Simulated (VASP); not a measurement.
# AlN (P6_3mc) in VASP: notebook

The runs below take AlN through single point, relaxation of cell and atoms, with PBE.

All numbers are computed with VASP 6.6.1; they aren't measurements. Logs are shortened: lines on timing, memory, paths and dates and some standing lists are left out, and cuts for length are marked.

**Experimental background.**

“Structural and optical properties of self-assembled AlN nanowires grown on SiO2/Si substrates by molecular beam epitaxy”, 2024, arxiv:2402.00216 quotes, for a bulk crystal of AlN at 0 K: band gap 6.0343 eV (an exciton energy, a little under the gap).

The runs below are set against these values where they give the same quantity.

**1. The cell of the first run**

The structure is hexagonal, space group P6_3mc (No. 186). Conventional cell: a = 3.130 Å, b = 3.130 Å, c = 5.018 Å, α = 90.00°, β = 90.00°, γ = 120.00°. Al (site symmetry 3m) has 4 N at 1.90 to 1.91 Å within 2.5 Å. N (site symmetry 3m) has 4 Al at 1.90 to 1.91 Å within 2.5 Å.

**2. Single point, PBE**

File INCAR:

```
SYSTEM = AlN
PREC = Accurate
ENCUT = 520
EDIFF = 1E-7
ISMEAR = -1
SIGMA = 0.01
LREAL = .FALSE.
LASPH = .TRUE.
NELM = 100
ALGO = Normal
ISIF = 2
LWAVE = .FALSE.
LCHARG = .TRUE.
GGA = PE
LELF = .TRUE.
LVHAR = .TRUE.
NBANDS = 16
```

File KPOINTS:

```
Automatic mesh
0
G
  12 12 4
  0 0 0
```

File POSCAR:

```
AlN
1.0
    3.1300331609      0.0000000000      0.0000000000
   -1.5650165805      2.7106882321      0.0000000000
    0.0000000000      0.0000000000      5.0176311338
Al N
2 2
Direct
    0.3333333333      0.6666666667     -0.0007730353
    0.6666666667      0.3333333333      0.4992269647
    0.3333333333      0.6666666667      0.3807730353
    0.6666666667      0.3333333333      0.8807730353
```

Potentials or basis: VASP PAW PBE potentials, release 64 (Al, N).

The run is started by

```bash
$ cat potpaw_PBE.64/Al/POTCAR potpaw_PBE.64/N/POTCAR > POTCAR
$ mpirun -np 1 vasp_std > vasp.out
```

OUTCAR:

```text
SYSTEM = AlN
   PREC = Accurate
   ENCUT = 520
   EDIFF = 1E-7
   ISMEAR = -1
   LREAL = .FALSE.
   LASPH = .TRUE.
   NELM = 100
   ISIF = 2
   GGA = PE

 ion  position               nearest neighbor table
   1  0.333  0.667  0.999-   4 1.90   4 1.90   4 1.90   3 1.91   2 3.09   2 3.09   2 3.09   2 3.09
                             2 3.09   2 3.09
   2  0.667  0.333  0.499-   3 1.90   3 1.90   3 1.90   4 1.91   1 3.09   1 3.09   1 3.09   1 3.09
                             1 3.09   1 3.09
   3  0.333  0.667  0.381-   2 1.90   2 1.90   2 1.90   1 1.91
   4  0.667  0.333  0.881-   1 1.90   1 1.90   1 1.90   2 1.91

  LATTYP: Found a hexagonal cell.
 ALAT       =     3.1300331609
 C/A-ratio  =     1.6030600559

  Lattice vectors:

 A1 = (   3.1300331609,   0.0000000000,   0.0000000000)
 A2 = (  -1.5650165805,   2.7106882321,   0.0000000000)
 A3 = (   0.0000000000,   0.0000000000,   5.0176311338)

Analysis of symmetry for initial positions (statically):
=====================================================================
 Subroutine PRICEL returns:
 Original cell was already a primitive cell.

 Routine SETGRP: Setting up the symmetry group for a
 hexagonal supercell.

 Subroutine GETGRP returns: Found 12 space group operations
 (whereof  6 operations were pure point group operations)
 out of a pool of 24 trial point group operations.

The static configuration has the point symmetry C_3v.
 The point group associated with its full space group is C_6v.

Analysis of symmetry for dynamics (positions and initial velocities):
=====================================================================
 Subroutine PRICEL returns:
 Original cell was already a primitive cell.

 Routine SETGRP: Setting up the symmetry group for a
 hexagonal supercell.

 Subroutine GETGRP returns: Found 12 space group operations
 (whereof  6 operations were pure point group operations)
 out of a pool of 24 trial point group operations.

The dynamic configuration has the point symmetry C_3v.
 The point group associated with its full space group is C_6v.

 Subroutine INISYM returns: Found 12 space group operations
 (whereof  6 operations are pure point group operations),
 and found     1 'primitive' translations

----------------------------------------------------------------------------------------

                                     Primitive cell

  volume of cell :      42.5723

  direct lattice vectors                    reciprocal lattice vectors
     3.130033161  0.000000000  0.000000000     0.319485433  0.184455001  0.000000000
    -1.565016581  2.710688232  0.000000000     0.000000000  0.368910002  0.000000000
     0.000000000  0.000000000  5.017631134     0.000000000  0.000000000  0.199297233

  length of vectors
     3.130033161  3.130033161  5.017631134     0.368910002  0.368910002  0.199297233

  position of ions in fractional coordinates (direct lattice)
     0.333333333  0.666666667  0.999226965
     0.666666667  0.333333333  0.499226965
     0.333333333  0.666666667  0.380773035
     0.666666667  0.333333333  0.880773035

  ion indices of the primitive-cell ions
   primitive index   ion index
                 1           1
                 2           2
                 3           3
                 4           4

----------------------------------------------------------------------------------------

 KPOINTS: Automatic mesh

Automatic generation of k-mesh.
 Grid dimensions read from file:
 generate k-points for:   12   12    4

 Generating k-lattice:

  Cartesian coordinates                     Fractional coordinates (reciprocal lattice)
     0.026623786  0.015371250  0.000000000     0.083333333  0.000000000  0.000000000
     0.000000000  0.030742500  0.000000000     0.000000000  0.083333333  0.000000000
     0.000000000  0.000000000  0.049824308     0.000000000  0.000000000  0.250000000

  Length of vectors
     0.030742500  0.030742500  0.049824308

  Shift w.r.t. Gamma in fractional coordinates (k-lattice)
     0.000000000  0.000000000  0.000000000

 Subroutine IBZKPT returns following result:
 ===========================================

 Found     57 irreducible k-points:

 Following reciprocal coordinates:
            Coordinates               Weight
  0.000000  0.000000  0.000000      1.000000
  0.083333  0.000000  0.000000      6.000000
  0.166667  0.000000  0.000000      6.000000
  0.250000 -0.000000  0.000000      6.000000
  0.333333  0.000000  0.000000      6.000000
  0.416667  0.000000  0.000000      6.000000
[... 16 lines left out ...]
  0.250000 -0.000000  0.250000     12.000000
  0.333333  0.000000  0.250000     12.000000
 [... further k-points ...]
   k-points           NKPTS =     57   k-points in BZ     NKDIM =     57   number of bands    NBANDS=     16
   number of dos      NEDOS =    301   number of ions     NIONS =      4
   total plane-waves  NPLWV =  23040
   dimension x,y,z NGX =    24 NGY =   24 NGZ =   40
   dimension x,y,z NGXF=    48 NGYF=   48 NGZF=   80
   ions per type =               2   2
   NGX,Y,Z   is equivalent  to a cutoff of  12.75, 12.75, 13.25 a.u.
   NGXF,Y,Z  is equivalent  to a cutoff of  25.49, 25.49, 26.51 a.u.
 SYSTEM =  AlN
   PREC   = accura    normal or accurate (medium, high low for compatibility)
   ISTART =      0    job   : 0-new  1-cont  2-samecut
   ICHARG =      2    charge: 1-file 2-atom 10-const
   ISPIN  =      1    spin polarized calculation?
   LNONCOLLINEAR =      F non collinear calculations
   LSORBIT =      F    spin-orbit coupling
   LASPH  =      T    aspherical Exc in radial PAW
   ENCUT  =  520.0 eV  38.22 Ry    6.18 a.u.   5.82  5.82  9.33*2*pi/ulx,y,z
   NELM   =    100;   NELMIN=  2; NELMDL= -5     # of ELM steps
   EDIFF  = 0.1E-06   stopping-criterion for ELM
   LREAL  =      F    real-space projection
   EDIFFG = 0.1E-05   stopping-criterion for IOM
   NSW    =      0    number of steps for IOM
   IBRION =     -1    ionic relax: 0-MD 1-quasi-New 2-CG
   NFREE  =      0    steps in history (QN), initial steepest desc. (CG)
   ISIF   =      2    stress and relaxation
   ISYM   =      2    0-nonsym 1-usesym 2-fastsym
   POTIM  = 0.5000    time-step for ionic-motion
   TEBEG  =    0.0;   TEEND  =   0.0 temperature during run
   PSTRESS=    0.0 pullay stress
   NELECT =      16.0000    total number of electrons
   NUPDOWN=      -1.0000    fix difference up-down
   EMIN   =  10.00;   EMAX   =-10.00  energy-range for DOS
   EFERMI =   0.00;   METHOD = LEGACY
   ISMEAR =    -1;   SIGMA  =   0.01  broadening in eV -4-tet -1-fermi 0-gaus
   EFERMI_NEDOS =   21; number of points for ismear=-14 and -15
   IALGO  =     38    algorithm
   IMIX   =      4    mixing-type and parameters
     AMIX     =   0.40;   BMIX     =  1.00
     AMIX_MAG =   1.60;   BMIX_MAG =  1.00
  volume/ion in A,a.u.               =      10.64        71.82
  Fermi-wavevector in a.u.,A,eV,Ry     =   1.181424  2.232567 18.990500  1.395762
  Thomas-Fermi vector in A             =   2.317698
   LORBIT       =      0    0 simple, 1 ext, 2 COOP (PROOUT), +10 PAW based schemes
   GGA     = PE    functional components
   LHFCALC =     F    Hartree Fock is set to
   AEXX    =    0.0000 exact exchange contribution
   IVDW    =     0    specifies the selected vdW correction
   LEPSILON=     F    determine dielectric tensor
   LRPA    =     F    only Hartree local field effects (RPA)
 non-spin polarized calculation
  energy-cutoff  :      520.00
  volume of cell :       42.57
 maximum number of plane-waves:      1170
 NGX is ok and might be reduce to    24
   NGX = 11   NGY = 11   NGZ = 19

 number of electron      15.9999998 magnetization

 Free energy of the ion-electron system (eV)
  ---------------------------------------------------
  ext. energy  EPLUGINS =         0.00000000
  ---------------------------------------------------
  free energy    TOTEN  =       -29.78053044 eV

  energy without entropy =      -29.78053044  energy(sigma->0) =      -29.78053044

 E-fermi :   6.1498     XC(G=0): -10.8278

 val. band max:        5.9664235439   @ k =   0.0000   0.0000   0.0000
 cond. band min:      10.0110837859   @ k =   0.0000   0.0000   0.0000
 fundamental gap:      4.0446602420
 Fermi energy:         6.1497562722

 k-point     1 :       0.0000    0.0000    0.0000
  band No.  band energies     occupation
      1      -9.1024      2.00000
      2      -7.0190      2.00000
      3       0.0599      2.00000
      4       5.1207      2.00000
      5       5.1207      2.00000
      6       5.7634      2.00000
[... 8 lines left out ...]
     15      18.9331      0.00000
     16      18.9331      0.00000

 k-point     2 :       0.0833    0.0000    0.0000
  band No.  band energies     occupation
      1      -9.0158      2.00000
      2      -6.9700      2.00000
      3       0.1638      2.00000
      4       4.7122      2.00000
      5       5.0060      2.00000
      6       5.3482      2.00000
[... 8 lines left out ...]
     15      18.9515      0.00000
     16      19.0109      0.00000

 k-point     3 :       0.1667    0.0000    0.0000
  band No.  band energies     occupation
      1      -8.7634      2.00000
      2      -6.8359      2.00000
      3       0.4699      2.00000
      4       3.7172      2.00000
      5       4.4765      2.00000
      6       4.7358      2.00000
[... 8 lines left out ...]
     15      18.1928      0.00000
     16      18.6512      0.00000

 k-point     4 :       0.2500   -0.0000    0.0000
  band No.  band energies     occupation
      1      -8.3708      2.00000
      2      -6.6584      2.00000
      3       0.9596      2.00000
      4       2.5593      2.00000
      5       3.5234      2.00000
      6       4.4249      2.00000
[... 8 lines left out ...]
     15      17.8766      0.00000
     16      19.1121      0.00000
[... 324 lines left out ...]
 k-point    22 :       0.1667    0.0000    0.2500
  band No.  band energies     occupation
      1      -8.5436      2.00000
      2      -7.2090      2.00000
      3       1.0962      2.00000
      4       3.7228      2.00000
      5       4.1251      2.00000
      6       4.8599      2.00000
[... 8 lines left out ...]
     15      18.2463      0.00000
     16      18.6662      0.00000

 k-point    23 :       0.2500   -0.0000    0.2500
  band No.  band energies     occupation
      1      -8.1675      2.00000
      2      -6.9736      2.00000
      3       1.2614      2.00000
      4       2.7434      2.00000
      5       3.3459      2.00000
      6       4.5690      2.00000
[... 8 lines left out ...]
     15      18.1595      0.00000
     16      19.1533      0.00000

 k-point    24 :       0.3333    0.0000    0.2500
  band No.  band energies     occupation
      1      -7.7141      2.00000
      2      -6.7430      2.00000
      3       1.0372      2.00000
      4       1.9579      2.00000
      5       3.0095      2.00000
      6       4.3123      2.00000
[... 8 lines left out ...]
     15      18.1293      0.00000
     16      19.9331      0.00000

 [... further k-points ...]

------------------------ aborting loop because EDIFF is reached ----------------------------------------

  FORCE on cell =-STRESS in cart. coord.  units (eV):
  Direction    XX          YY          ZZ          XY          YZ          ZX
  --------------------------------------------------------------------------------------
  -------------------------------------------------------------------------------------
  Total       -0.0649732     -0.0649732     -0.0497061      0.0000000      0.0000000      0.0000000
  in kB       -2.4452188     -2.4452188     -1.8706531      0.0000000      0.0000000      0.0000000
  external PRESSURE =      -2.2536969 kB  Pullay stress =       0.0000000 kB

 VOLUME and BASIS-vectors are now :
 -----------------------------------------------------------------------------
  energy-cutoff  :      520.00
  volume of cell :       42.57
      direct lattice vectors                 reciprocal lattice vectors
     3.130033161  0.000000000  0.000000000     0.319485433  0.184455001  0.000000000
    -1.565016581  2.710688232  0.000000000     0.000000000  0.368910002  0.000000000
     0.000000000  0.000000000  5.017631134     0.000000000  0.000000000  0.199297233

 POSITION                                       TOTAL-FORCE (eV/Angst)
 -----------------------------------------------------------------------------------
     -0.00000      1.80713      5.01375        -0.000000      0.000000      0.000911
      1.56502      0.90356      2.50494        -0.000000     -0.000000      0.000911
     -0.00000      1.80713      1.91058        -0.000000      0.000000     -0.000911
      1.56502      0.90356      4.41939         0.000000      0.000000     -0.000911
 -----------------------------------------------------------------------------------
    total drift:                               -0.000000     -0.000000      0.000535

  FREE ENERGIE OF THE ION-ELECTRON SYSTEM (eV)
  ---------------------------------------------------
  free  energy   TOTEN  =       -29.7805304436 eV

  energy  without entropy=      -29.7805304436  energy(sigma->0) =      -29.78053044
```

Run time: 40 s. Hardware: 1 thread of Intel Xeon 8259CL, shared host; peak memory 0.17 GiB.

Results:

* Free energy: -29.7805 eV
* Pressure: -0.2 GPa
* Band gap on the k mesh: 4.04 eV

**3. Relaxation of cell and atoms, PBE**

This run uses another cell than the first one, of 10.45 Å³/atom.

File INCAR:

```
ALGO = Normal ; EDIFF = 1E-6
EDIFFG = -0.005 ; ENCUT = 600
GGA = PE ; IBRION = 2
ISIF = 3 ; ISMEAR = -1
LASPH = True ; LCHARG = False
LREAL = False ; LWAVE = False
NELM = 60 ; NSW = 80
PREC = Accurate ; SIGMA = 0.01
```

File KPOINTS:

```
k-points
0
Gamma
  12 12 4
```

File POSCAR:

```
AlN
1.0
    3.1130000000      0.0000000000      0.0000000000
   -1.5565000000      2.6959370000      0.0000000000
    0.0000000000      0.0000000000      4.9810000000
Al N
2 2
Direct
    0.3333333333      0.6666666667      0.0000000000
    0.6666666667      0.3333333333      0.5000000000
    0.3333333333      0.6666666667      0.3800000000
    0.6666666667      0.3333333333      0.8800000000
```

Potentials or basis: VASP PAW PBE potentials, release 64 (Al, N).

The run is started by

```bash
$ cat potpaw_PBE.64/Al/POTCAR potpaw_PBE.64/N/POTCAR > POTCAR
$ mpirun -np 1 vasp_std > vasp.out
```

OUTCAR:

```text
EDIFF = 1E-6
   EDIFFG = -0.005
   ENCUT = 600
   GGA = PE
   IBRION = 2
   ISIF = 3
   ISMEAR = -1
   LASPH = True
   LREAL = False
   NELM = 60
   NSW = 80
   PREC = Accurate

 ion  position               nearest neighbor table
   1  0.333  0.667  0.000-   3 1.89   4 1.89   4 1.89   4 1.89   2 3.07   2 3.07   2 3.07   2 3.07
                             2 3.07   2 3.07
   2  0.667  0.333  0.500-   4 1.89   3 1.89   3 1.89   3 1.89   1 3.07   1 3.07   1 3.07   1 3.07
                             1 3.07   1 3.07
   3  0.333  0.667  0.380-   1 1.89   2 1.89   2 1.89   2 1.89
   4  0.667  0.333  0.880-   2 1.89   1 1.89   1 1.89   1 1.89

  LATTYP: Found a hexagonal cell.
 ALAT       =     3.1130000000
 C/A-ratio  =     1.6000642467

  Lattice vectors:

 A1 = (   3.1130000000,   0.0000000000,   0.0000000000)
[... 282 lines left out ...]
      4       5.1407      2.00000
      5       5.1407      2.00000
      6       5.7815      2.00000
      7       5.7815      2.00000
      8       5.9764      2.00000
      9      10.0416      0.00000
     10      12.5147      0.00000
     11      16.4475      0.00000
     12      17.0312      0.00000
[... 331 lines left out ...]
 k-point    24 :       0.3333   -0.0000    0.2500
  band No.  band energies     occupation
      1      -7.7052      2.00000
      2      -6.7331      2.00000
      3       1.0485      2.00000
      4       1.9700      2.00000
      5       3.0192      2.00000
      6       4.3304      2.00000
      7       5.1943      2.00000
      8       5.2193      2.00000
      9      11.5575      0.00000
     10      12.5396      0.00000
     11      14.6322      0.00000
     12      15.9724      0.00000

 [... further k-points ...]

------------------------ aborting loop because EDIFF is reached ----------------------------------------

  FORCE on cell =-STRESS in cart. coord.  units (eV):
  Direction    XX          YY          ZZ          XY          YZ          ZX
  --------------------------------------------------------------------------------------
  -------------------------------------------------------------------------------------
  Total        0.0187531      0.0187531     -0.0198555      0.0000000     -0.0000000     -0.0000000
  in kB        0.7069879      0.7069879     -0.7485514      0.0000000     -0.0000000     -0.0000000
  external PRESSURE =       0.2218081 kB  Pullay stress =       0.0000000 kB
[... 19 lines left out ...]
  FREE ENERGIE OF THE ION-ELECTRON SYSTEM (eV)
  ---------------------------------------------------
  free  energy   TOTEN  =       -29.7826602909 eV

  energy  without entropy=      -29.7826602909  energy(sigma->0) =      -29.78266029

 reached required accuracy - stopping structural energy minimisation
```

It took 87 s on 1 thread of Intel Xeon 8259CL, shared host; peak memory 0.19 GiB.

Results:

```
Free energy                           : -29.7827 eV
Relaxed volume                        : 10.62 Å³/atom
Relaxed cell                          : a = 3.127 Å, b = 3.127 Å, c = 5.018 Å, α = 90.00°, β = 90.00°, γ = 120.00°
Space group after relaxing (to 0.1 Å) : P6_3mc (No. 186)
Energy gained by relaxing             : 2.1 meV/atom
Ionic steps                           : 3
Pressure after relaxing               : 0.0 GPa
Largest force after relaxing          : 0.004 eV/Å
Band gap on the k mesh                : 4.07 eV
```

Forces on the atoms (eV/Å):
```
Al   0.000  0.000 -0.004
Al   0.000  0.000 -0.004
N    0.000  0.000  0.004
N    0.000  0.000  0.004
```

Step by step:
```csv
step,energy change (eV),largest force (eV/Å),pressure (GPa),volume (Å³)
1,0.0000,0.1289,3.35,41.80
2,-0.0017,0.0910,-2.80,43.14
3,-0.0083,0.0042,0.02,42.50
```

Final structure:
```cif
data_structure
_symmetry_space_group_name_H-M 'P 1'
_symmetry_Int_Tables_number 1
_cell_length_a 3.1273
_cell_length_b 3.1273
_cell_length_c 5.0175
_cell_angle_alpha 90.000
_cell_angle_beta 90.000
_cell_angle_gamma 120.000
_cell_volume 42.50
loop_
_atom_site_label
_atom_site_type_symbol
_atom_site_fract_x
_atom_site_fract_y
_atom_site_fract_z
_atom_site_occupancy
Al1 Al 0.33333 0.66667 0.99934 1
Al2 Al 0.66667 0.33333 0.49934 1
N1 N 0.33333 0.66667 0.38066 1
N2 N 0.66667 0.33333 0.88066 1
```

A k mesh can miss the band edges. Expect the measured gap to be larger: semilocal functionals such as PBE lack the derivative discontinuity.

**4. Against experiment**

Step 2. Measured gap of AlN: 6.0343 eV (an exciton energy, a little under the gap; 0 K; quoted in “Structural and optical properties of self-assembled AlN nanowires grown on SiO2/Si substrates by molecular beam epitaxy”, 2024, arxiv:2402.00216). This calculation gives 4.04 eV (-1.99 eV). 2 values of this kind are on record (6.034 to 6.0343 eV); this one was drawn at random. The value is that of PBE on a finite k mesh, which can miss the band edges, without temperature or zero-point motion. Semilocal functionals fall short of measured gaps as a rule.
